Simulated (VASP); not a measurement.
Write the native input for VASP 6.6.1 that does the following.

- Task: relaxation of cell and atoms
- Functional: PBE
- Potentials or basis: VASP PAW PBE potentials, release 64 (Mg, Ti_sv, B)
- Cutoff: 600 eV
- k mesh: 10 × 10 × 10
- Occupations: gaussian, width 0.1 eV
- Spin: no spin polarisation
- Dipole correction: no
- Further INCAR settings: ALGO = Normal; EDIFF = 1e-06; IBRION = 2; EDIFFG = -0.01; NSW = 100; ISIF = 3

The structure of Mg3TiB4 lies in POSCAR:

```
Mg3TiB4
1.0
   -2.8516763211      2.8516763211      2.8516763211
    2.8516763211     -2.8516763211      2.8516763211
    2.8516763211      2.8516763211     -2.8516763211
Mg Ti B
3 1 4
Direct
    0.0000000000      0.5000000000      0.5000000000
    0.5000000000      0.0000000000      0.5000000000
    0.5000000000      0.5000000000      0.0000000000
    0.0000000000      0.0000000000      0.0000000000
    0.5000000000      0.0000000000      0.0000000000
    0.0000000000      0.5000000000      0.0000000000
    0.0000000000      0.0000000000      0.5000000000
    0.5000000000      0.5000000000      0.5000000000
```

These files were run (other wordings do the same):

INCAR

```
PREC = Accurate ; ENCUT = 600
EDIFF = 1E-6 ; ISMEAR = 0
SIGMA = 0.1 ; LREAL = False
LASPH = True ; NELM = 80
ALGO = Normal ; ISIF = 3
LWAVE = False ; LCHARG = False
GGA = PE ; IBRION = 2
NSW = 100 ; EDIFFG = -0.01
```

KPOINTS

```
Automatic mesh
0
Gamma
  10 10 10
```

Potentials or basis: VASP PAW PBE potentials, release 64 (Mg, Ti_sv, B).

The run is started by

```console
$ cat potpaw_PBE.64/Mg/POTCAR potpaw_PBE.64/Ti_sv/POTCAR potpaw_PBE.64/B/POTCAR > POTCAR
$ mpirun -np 1 vasp_std > vasp.out
```

Results of the run:

```json
{
  "Relaxed volume": "11.47 Å³/atom",
  "Relaxed cell": "a = 4.922 Å, b = 4.922 Å, c = 4.922 Å, α = 109.47°, β = 109.47°, γ = 109.47°",
  "Space group after relaxing (to 0.1 Å)": "Im-3m (No. 229)",
  "Energy gained by relaxing": "0.3 meV/atom",
  "Ionic steps": "2",
  "Pressure after relaxing": "0.1 GPa",
  "Band gap on the k mesh": "zero (bands 15 and 16 overlap by 2.17 eV)"
}
```

Run time: 7.3 min on 1 thread of Intel Xeon 8259CL, with other jobs on the host, peak memory 0.33 GiB.
